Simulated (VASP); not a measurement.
# Li3Os (P6/mmm) in VASP: single point with PBE

Aim: the single point of Li3Os with PBE.

All numbers are computed with VASP 6.6.1; they aren't measurements. Logs are shortened: lines on timing, memory, paths and dates and some standing lists are left out, and cuts for length are marked.

## (1) The cell of the first run

The structure is hexagonal, space group P6/mmm (No. 191). Conventional cell: a = 5.086 Å, b = 5.086 Å, c = 2.436 Å, α = 90.00°, β = 90.00°, γ = 120.00°. Li (site symmetry mmm) has 6 Li at 2.44 to 2.54 Å and 4 Os at 2.82 Å within 3.2 Å. Within 3.2 Å of Os (site symmetry 6/mmm) lie 2 Os at 2.44 Å and 12 Li at 2.82 Å.

## (2) Single point, PBE

INCAR reads:

```
PREC = Accurate
ENCUT = 880
EDIFF = 1E-6
ISMEAR = 0
SIGMA = 0.1
LREAL = F
LASPH = T
NELM = 120
ALGO = Normal
ISIF = 2
LWAVE = F
LCHARG = F
GGA = PE
NBANDS = 20
GGA_COMPAT = F
```

KPOINTS reads:

```
Automatic mesh
0
Gamma
  12 12 18
```

POSCAR reads:

```
Li3Os
1.0
    5.0855945389      0.0000000000      0.0000000000
   -2.5427972695      4.4042540640      0.0000000000
    0.0000000000      0.0000000000      2.4364052154
Li Os
3 1
Direct
    0.5000000000      0.5000000000      0.5000000000
    0.0000000000      0.5000000000      0.5000000000
    0.5000000000      0.0000000000      0.5000000000
    0.0000000000      0.0000000000      0.0000000000
```

Potentials or basis: VASP PAW PBE potentials, release 64 (Li_sv, Os_sv_GW).

Command:

```
cat potpaw_PBE.64/Li_sv/POTCAR potpaw_PBE.64/Os_sv_GW/POTCAR > POTCAR
mpirun -np 1 vasp_std > vasp.out
```

OUTCAR:

```text
PREC = Accurate
   ENCUT = 880
   EDIFF = 1E-6
   ISMEAR = 0
   LREAL = F
   LASPH = T
   NELM = 120
   ISIF = 2
   GGA = PE

 ion  position               nearest neighbor table
   1  0.500  0.500  0.500-   3 2.54   3 2.54   2 2.54   2 2.54   4 2.82   4 2.82   4 2.82   4 2.82

   2  0.000  0.500  0.500-   3 2.54   3 2.54   1 2.54   1 2.54   4 2.82   4 2.82   4 2.82   4 2.82

   3  0.500  0.000  0.500-   2 2.54   2 2.54   1 2.54   1 2.54   4 2.82   4 2.82   4 2.82   4 2.82

   4  0.000  0.000  0.000-   1 2.82   1 2.82   1 2.82   1 2.82   2 2.82   2 2.82   2 2.82   2 2.82
                             3 2.82   3 2.82   3 2.82   3 2.82

  LATTYP: Found a hexagonal cell.
 ALAT       =     5.0855945389
 C/A-ratio  =     0.4790797215

  Lattice vectors:

 A1 = (   5.0855945389,   0.0000000000,   0.0000000000)
 A2 = (  -2.5427972695,   4.4042540640,   0.0000000000)
 A3 = (   0.0000000000,   0.0000000000,   2.4364052154)

Analysis of symmetry for initial positions (statically):
=====================================================================
 Subroutine PRICEL returns:
 Original cell was already a primitive cell.

 Routine SETGRP: Setting up the symmetry group for a
 hexagonal supercell.

 Subroutine GETGRP returns: Found 24 space group operations
 (whereof 24 operations were pure point group operations)
 out of a pool of 24 trial point group operations.

The static configuration has the point symmetry D_6h.

Analysis of symmetry for dynamics (positions and initial velocities):
=====================================================================
 Subroutine PRICEL returns:
 Original cell was already a primitive cell.

 Routine SETGRP: Setting up the symmetry group for a
 hexagonal supercell.

 Subroutine GETGRP returns: Found 24 space group operations
 (whereof 24 operations were pure point group operations)
 out of a pool of 24 trial point group operations.

The dynamic configuration has the point symmetry D_6h.

 Subroutine INISYM returns: Found 24 space group operations
 (whereof 24 operations are pure point group operations),
 and found     1 'primitive' translations

----------------------------------------------------------------------------------------

                                     Primitive cell

  volume of cell :      54.5712

  direct lattice vectors                    reciprocal lattice vectors
     5.085594539  0.000000000  0.000000000     0.196633843  0.113526602  0.000000000
    -2.542797269  4.404254064  0.000000000     0.000000000  0.227053205  0.000000000
     0.000000000  0.000000000  2.436405215     0.000000000  0.000000000  0.410440757

  length of vectors
     5.085594539  5.085594539  2.436405215     0.227053205  0.227053205  0.410440757

  position of ions in fractional coordinates (direct lattice)
     0.500000000  0.500000000  0.500000000
     1.000000000  0.500000000  0.500000000
     0.500000000  0.000000000  0.500000000
     0.000000000  0.000000000  0.000000000

  ion indices of the primitive-cell ions
   primitive index   ion index
                 1           1
                 2           2
                 3           3
                 4           4

----------------------------------------------------------------------------------------

 KPOINTS: Automatic mesh

Automatic generation of k-mesh.
 Grid dimensions read from file:
 generate k-points for:   12   12   18

 Generating k-lattice:

  Cartesian coordinates                     Fractional coordinates (reciprocal lattice)
     0.016386154  0.009460550  0.000000000     0.083333333  0.000000000  0.000000000
     0.000000000  0.018921100  0.000000000     0.000000000  0.083333333  0.000000000
     0.000000000  0.000000000  0.022802264     0.000000000  0.000000000  0.055555556

  Length of vectors
     0.018921100  0.018921100  0.022802264

  Shift w.r.t. Gamma in fractional coordinates (k-lattice)
     0.000000000  0.000000000  0.000000000

 Subroutine IBZKPT returns following result:
 ===========================================

 Found    190 irreducible k-points:

 Following reciprocal coordinates:
            Coordinates               Weight
  0.000000  0.000000  0.000000      1.000000
  0.083333  0.000000  0.000000      6.000000
  0.166667 -0.000000  0.000000      6.000000
  0.250000 -0.000000  0.000000      6.000000
  0.333333 -0.000000  0.000000      6.000000
  0.416667  0.000000  0.000000      6.000000
[... 16 lines left out ...]
  0.250000 -0.000000  0.055556     12.000000
  0.333333 -0.000000  0.055556     12.000000
 [... further k-points ...]
   k-points           NKPTS =    190   k-points in BZ     NKDIM =    190   number of bands    NBANDS=     20
   number of dos      NEDOS =    301   number of ions     NIONS =      4
   total plane-waves  NPLWV =  60000
   dimension x,y,z NGX =    50 NGY =   50 NGZ =   24
   dimension x,y,z NGXF=   100 NGYF=  100 NGZF=   48
   ions per type =               3   1
   NGX,Y,Z   is equivalent  to a cutoff of  16.34, 16.34, 16.38 a.u.
   NGXF,Y,Z  is equivalent  to a cutoff of  32.69, 32.69, 32.75 a.u.
 SYSTEM =  unknown system
   PREC   = accura    normal or accurate (medium, high low for compatibility)
   ISTART =      0    job   : 0-new  1-cont  2-samecut
   ICHARG =      2    charge: 1-file 2-atom 10-const
   ISPIN  =      1    spin polarized calculation?
   LNONCOLLINEAR =      F non collinear calculations
   LSORBIT =      F    spin-orbit coupling
   LASPH  =      T    aspherical Exc in radial PAW
   ENCUT  =  880.0 eV  64.68 Ry    8.04 a.u.  12.30 12.30  5.89*2*pi/ulx,y,z
   NELM   =    120;   NELMIN=  2; NELMDL= -5     # of ELM steps
   EDIFF  = 0.1E-05   stopping-criterion for ELM
   LREAL  =      F    real-space projection
[... 7 lines left out ...]
   TEBEG  =    0.0;   TEEND  =   0.0 temperature during run
   PSTRESS=    0.0 pullay stress
   NELECT =      25.0000    total number of electrons
   NUPDOWN=      -1.0000    fix difference up-down
   EMIN   =  10.00;   EMAX   =-10.00  energy-range for DOS
   EFERMI =   0.00;   METHOD = LEGACY
   ISMEAR =     0;   SIGMA  =   0.10  broadening in eV -4-tet -1-fermi 0-gaus
   EFERMI_NEDOS =   21; number of points for ismear=-14 and -15
   IALGO  =     38    algorithm
   IMIX   =      4    mixing-type and parameters
     AMIX     =   0.40;   BMIX     =  1.00
     AMIX_MAG =   1.60;   BMIX_MAG =  1.00
  volume/ion in A,a.u.               =      13.64        92.07
  Fermi-wavevector in a.u.,A,eV,Ry     =   1.262022  2.384876 21.669996  1.592700
  Thomas-Fermi vector in A             =   2.395451
   LORBIT       =      0    0 simple, 1 ext, 2 COOP (PROOUT), +10 PAW based schemes
   GGA     = PE    functional components
   LHFCALC =     F    Hartree Fock is set to
   AEXX    =    0.0000 exact exchange contribution
   IVDW    =     0    specifies the selected vdW correction
   LEPSILON=     F    determine dielectric tensor
   LRPA    =     F    only Hartree local field effects (RPA)
 non-spin polarized calculation
 Gauss-broadening in eV      SIGMA  =   0.10
  energy-cutoff  :      880.00
  volume of cell :       54.57
 maximum number of plane-waves:      3270
 NGX is ok and might be reduce to    50
   NGX = 25   NGY = 25   NGZ = 11

 number of electron      25.0000005 magnetization

 Free energy of the ion-electron system (eV)
  ---------------------------------------------------
  ext. energy  EPLUGINS =         0.00000000
  ---------------------------------------------------
  free energy    TOTEN  =       -17.53964906 eV

  energy without entropy =      -17.53147256  energy(sigma->0) =      -17.53556081

 E-fermi :   4.3602     XC(G=0):  -9.8280

 val. band max:        4.3487922400   @ k =   0.4167   0.0000   0.4444
 cond. band min:       4.3700084040   @ k =   0.0833   0.0833   0.0556
 fundamental gap:      0.0212161640
 Fermi energy:         4.3601835686

 k-point     1 :       0.0000    0.0000    0.0000
  band No.  band energies     occupation
      1     -81.1358      2.00000
      2     -41.2321      2.00000
      3     -41.1629      2.00000
      4     -41.1629      2.00000
      5     -40.2812      2.00000
      6     -40.2812      2.00000
[... 12 lines left out ...]
     19      12.2777      0.00000
     20      16.6004      0.00000

 k-point     2 :       0.0833    0.0000    0.0000
  band No.  band energies     occupation
      1     -81.1358      2.00000
      2     -41.2314      2.00000
      3     -41.1641      2.00000
      4     -41.1631      2.00000
      5     -40.2810      2.00000
      6     -40.2806      2.00000
[... 12 lines left out ...]
     19      12.3391      0.00000
     20      16.5164      0.00000

 k-point     3 :       0.1667   -0.0000    0.0000
  band No.  band energies     occupation
      1     -81.1358      2.00000
      2     -41.2293      2.00000
      3     -41.1676      2.00000
      4     -41.1635      2.00000
      5     -40.2804      2.00000
      6     -40.2791      2.00000
[... 12 lines left out ...]
     19      12.5538      0.00000
     20      16.2021      0.00000

 k-point     4 :       0.2500   -0.0000    0.0000
  band No.  band energies     occupation
      1     -81.1358      2.00000
      2     -41.2259      2.00000
      3     -41.1727      2.00000
      4     -41.1642      2.00000
      5     -40.2797      2.00000
      6     -40.2771      2.00000
[... 12 lines left out ...]
     19      13.0067      0.00000
     20      15.6455      0.00000

 k-point     5 :       0.3333   -0.0000    0.0000
  band No.  band energies     occupation
      1     -81.1358      2.00000
      2     -41.2219      2.00000
      3     -41.1786      2.00000
      4     -41.1648      2.00000
      5     -40.2790      2.00000
      6     -40.2750      2.00000
[... 12 lines left out ...]
     19      13.7630      0.00000
     20      14.9845      0.00000
[... 353 lines left out ...]
      6     -40.2755      2.00000
[... 12 lines left out ...]
     19      12.3245      0.00000
     20      16.5822      0.00000

 k-point    22 :       0.1667   -0.0000    0.0556
  band No.  band energies     occupation
      1     -81.1319      2.00000
      2     -41.2272      2.00000
      3     -41.1657      2.00000
      4     -41.1617      2.00000
      5     -40.2753      2.00000
      6     -40.2741      2.00000
[... 12 lines left out ...]
     19      12.5497      0.00000
     20      16.2476      0.00000

 k-point    23 :       0.2500   -0.0000    0.0556
  band No.  band energies     occupation
      1     -81.1319      2.00000
      2     -41.2239      2.00000
      3     -41.1708      2.00000
      4     -41.1623      2.00000
      5     -40.2747      2.00000
      6     -40.2721      2.00000
[... 12 lines left out ...]
     19      13.0256      0.00000
     20      15.6737      0.00000

 k-point    24 :       0.3333   -0.0000    0.0556
  band No.  band energies     occupation
      1     -81.1319      2.00000
      2     -41.2197      2.00000
      3     -41.1767      2.00000
      4     -41.1629      2.00000
      5     -40.2740      2.00000
      6     -40.2701      2.00000
[... 12 lines left out ...]
     19      13.8145      0.00000
     20      15.0026      0.00000

 [... further k-points ...]
[... 5 lines left out ...]
  --------------------------------------------------------------------------------------
  -------------------------------------------------------------------------------------
  Total       -0.0235628     -0.0235628      0.0487715      0.0000000     -0.0000000     -0.0000000
  in kB       -0.6917908     -0.6917908      1.4319001      0.0000000     -0.0000000     -0.0000000
  external PRESSURE =       0.0161062 kB  Pullay stress =       0.0000000 kB

 VOLUME and BASIS-vectors are now :
 -----------------------------------------------------------------------------
  energy-cutoff  :      880.00
  volume of cell :       54.57
      direct lattice vectors                 reciprocal lattice vectors
     5.085594539  0.000000000  0.000000000     0.196633843  0.113526602  0.000000000
    -2.542797269  4.404254064  0.000000000     0.000000000  0.227053205  0.000000000
     0.000000000  0.000000000  2.436405215     0.000000000  0.000000000  0.410440757

 POSITION                                       TOTAL-FORCE (eV/Angst)
 -----------------------------------------------------------------------------------
      1.27140      2.20213      1.21820         0.000000      0.000000      0.000000
     -1.27140      2.20213      1.21820        -0.000000      0.000000      0.000000
      2.54280      0.00000      1.21820        -0.000000      0.000000      0.000000
      0.00000      0.00000      0.00000        -0.000000      0.000000      0.000000
 -----------------------------------------------------------------------------------
    total drift:                                0.000000     -0.000000      0.000000

  FREE ENERGIE OF THE ION-ELECTRON SYSTEM (eV)
  ---------------------------------------------------
  free  energy   TOTEN  =       -17.5396490634 eV

  energy  without entropy=      -17.5314725577  energy(sigma->0) =      -17.53556081
```

Run time: 4.6 min. Hardware: 1 thread of Intel Xeon Platinum 8375C at 2.90GHz (Ice Lake), shared host; peak memory 0.57 GiB.

What came out:

```yaml
Free_energy: -17.5396 eV
Pressure: 0.0 GPa
Band_gap_on_the_k_mesh: zero (an odd number of electrons rules out a gap without spin polarisation)
```

Caveat: spin-orbit coupling is left out, which moves the levels of the heavy elements.

The gap in the log of VASP goes by the Fermi energy; the results here count the filled bands.